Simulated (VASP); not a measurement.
Write the native input for VASP 6.6.1 that does the following.

```
Task                   : single point
Functional             : PBE
Potentials or basis    : VASP PAW PBE potentials, release 64 (P, B)
Cutoff                 : 520 eV
k mesh                 : 2 × 2 × 2, shifted
Occupations            : gaussian, width 0.1 eV
Spin                   : no spin polarisation
Dipole correction      : no
Further INCAR settings : LREAL = Auto; ALGO = Normal; EDIFF = 1e-06; NBANDS = 70; ISYM = 0
```

The structure of B2P3 lies in POSCAR:

```
B2P3
1.0
    6.8722987543      0.3977079179      0.4506502887
    0.4091855562      7.2635972020      0.1423576106
    0.4673932330      0.1385828457      7.1841298996
P B
15 10
Direct
    0.3438629224      0.7687802900      0.7731010501
    0.6788523594      0.9505937668      0.8451224443
    0.5965870885      0.3398392065      0.1795162163
    0.1417639717      0.0603940702      0.7832730918
    0.5472908493      0.9655598863      0.3655867388
    0.8414747800      0.8954153856      0.1816844708
    0.9086213869      0.2923950954      0.8972751230
    0.4911977611      0.6930908253      0.4929037119
    0.0816517737      0.6729817389      0.4699524311
    0.0129649002      0.1943380793      0.3999980570
    0.3362958551      0.9221406596      0.1581253462
    0.1986049752      0.3387169989      0.1661312076
    0.7896796095      0.5565049910      0.5370360570
    0.4357020854      0.1597996062      0.7667784373
    0.1820807954      0.5396536554      0.7515207103
    0.7442512991      0.1177408994      0.0363269624
    0.7130514389      0.4439093349      0.7786145532
    0.7374870908      0.3250066313      0.4120096724
    0.5033377233      0.7638310393      0.9715741507
    0.0654549375      0.9236721678      0.3240772604
    0.8401386158      0.6571044116      0.0612924887
    0.0312803141      0.4962006053      1.0026967483
    0.6450164159      0.5517123834     -0.0023017382
    0.2781832628      0.1368483067      0.0041642103
    0.6156405694      0.3139381712      0.6352502490
```

These files were run (other wordings do the same):

INCAR

```
SYSTEM = B2P3
PREC = Accurate
ENCUT = 520
EDIFF = 1E-6
ISMEAR = 0
SIGMA = 0.1
LREAL = Auto
LASPH = .True.
NELM = 80
ALGO = Normal
ISIF = 2
LWAVE = .False.
LCHARG = .False.
GGA = PE
ISYM = 0
NBANDS = 70
```

KPOINTS

```
Automatic mesh
0
Gamma
  2 2 2
  0.5 0.5 0.5
```

Potentials or basis: VASP PAW PBE potentials, release 64 (P, B).

The run is started by

```console
$ cat potpaw_PBE.64/P/POTCAR potpaw_PBE.64/B/POTCAR > POTCAR
$ mpirun -np 1 vasp_std > vasp.out
```

Results of the run:

```json
{"Pressure": "-0.2 GPa", "Largest force": "0.059 eV/Å", "Band gap on the k mesh": "zero (an odd number of electrons rules out a gap without spin polarisation)"}
```

Caveat: the k points lie up to 0.46 Å⁻¹ apart, too coarse for converged energies and pressures of a metal; the atoms stand as in a frame of molecular dynamics.

Wall time 2.9 min on 1 thread of Intel(R) Xeon(R) Platinum 8124M CPU @ 3.00GHz (Skylake/Cascade Lake), on a shared host, peak memory 0.41 GiB.
